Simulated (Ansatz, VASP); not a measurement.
Given: the input of a run of Ansatz 0.2.0 on BAs.

Contents of input:

```
crystal:
  lattice:
    - [2.93437, 0.0, 0.0]
    - [0.0, 2.93437, 0.0]
    - [0.0, 0.0, 2.93437]
  atoms:
    - { symbol: B, position: [0.5, 0.5, 0.5] }
    - { symbol: As, position: [0.0, 0.0, 0.0] }
hamiltonian:
  xc: hf
  pseudopotentials: { kind: paw }
kpoints:
  mp_grid: { grid: [5, 5, 5] }
scf:
  occupations: { method: fermi_dirac, width: 0.05 }
output:
  forces: true
  stress: true
  eigenvalues: true
```

Problem. Set up the same calculation for VASP 6.6.1. Potentials there: VASP PAW PBE potentials, release 64 (B, As_d).

Solution. As run (the cutoff follows the program's own potentials):

File POSCAR:

```
BAs
1.0
    2.9343700000      0.0000000000      0.0000000000
    0.0000000000      2.9343700000      0.0000000000
    0.0000000000      0.0000000000      2.9343700000
B As
1 1
Direct
    0.5000000000      0.5000000000      0.5000000000
    0.0000000000      0.0000000000      0.0000000000
```

INCAR.step1

```
ALGO = Normal
EDIFF = 1E-5
ENCUT = 520
GGA = PE
GGA_COMPAT = F
ISIF = 2
ISMEAR = -1
LASPH = T
LREAL = F
LWAVE = T
NBANDS = 16
NELM = 120
PREC = Accurate
SIGMA = 0.05
```

INCAR.step2

```
AEXX = 1.0
AGGAC = 0.0
ALDAC = 0.0
ALGO = Normal
EDIFF = 1E-6
ENCUT = 520
GGA = PE
GGA_COMPAT = F
ISIF = 2
ISMEAR = -1
ISTART = 1
LASPH = T
LCHARG = T
LELF = T
LHFCALC = T
LREAL = F
LVHAR = T
LWAVE = F
NBANDS = 16
NELM = 120
PREC = Accurate
PRECFOCK = Normal
SIGMA = 0.05
```

Contents of KPOINTS:

```
k-points
0
Gamma
  5 5 5
```

Potentials or basis: VASP PAW PBE potentials, release 64 (B, As_d).

Command:

```bash
$ cat potpaw_PBE.64/B/POTCAR potpaw_PBE.64/As_d/POTCAR > POTCAR
$ cp INCAR.step1 INCAR
$ mpirun -np 1 vasp_std > vasp.out
$ cp INCAR.step2 INCAR
$ mpirun -np 1 vasp_std > vasp.out
```

Both were run:

|  | VASP | Ansatz | Ansatz less VASP |
| --- | --- | --- | --- |
| pressure (GPa) | 0.7 | 1.4 | +0.71 |

VASP's potentials were made for PBE, not for HF.

The k mesh is coarse, so the values compare programs but aren't converged. Noted on Ansatz's run: odd divisions of the mesh miss points on the zone boundary, where band edges often lie, so the gap on the mesh can be too wide.
